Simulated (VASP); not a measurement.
The system is PbO.

```
CELL_PARAMETERS angstrom
3.42617 0.00000 0.00000
-1.71309 2.96715 0.00000
0.00000 0.00000 3.34378
ATOMIC_POSITIONS crystal
Pb 0.00000 0.00000 0.00000
O 0.66667 0.33333 0.50000
```

```yaml
Program: VASP 6.6.1
Task: relaxation of cell and atoms
Functional: PBE
Potentials_or_basis: VASP PAW PBE potentials, release 64 (Pb_d, O)
Cutoff: 600 eV
k_mesh: 12 × 12 × 10
Occupations: gaussian, width 0.05 eV
Spin: no spin polarisation
```

At the start: pressure 5.1 GPa; volume 17.00 Å³/atom.

How do energy, volume and symmetry change on relaxing?

Over 5 steps the energy falls by 29.7 meV/atom and the volume is 18.16 Å³/atom (+6.9 %); space group P-6m2 (No. 187, to 0.1 Å) before and after.

Step by step:
```csv
step,energy change (eV),largest force (eV/Å),pressure (GPa),volume (Å³)
1,0.0000,0.0000,5.13,33.99
2,-0.0501,0.0000,-1.43,36.73
3,-0.0504,0.0000,-0.98,36.53
4,-0.0593,0.0000,-0.09,36.34
5,-0.0594,0.0000,-0.04,36.33
```

Final structure:
```
Pb O
1.0
     3.56826    0.00000    0.00000
    -1.78413    3.09020    0.00000
     0.00000    0.00000    3.29471
Pb O
1 1
Direct
  0.00000 0.00000 0.00000
  0.66667 0.33333 0.50000
```
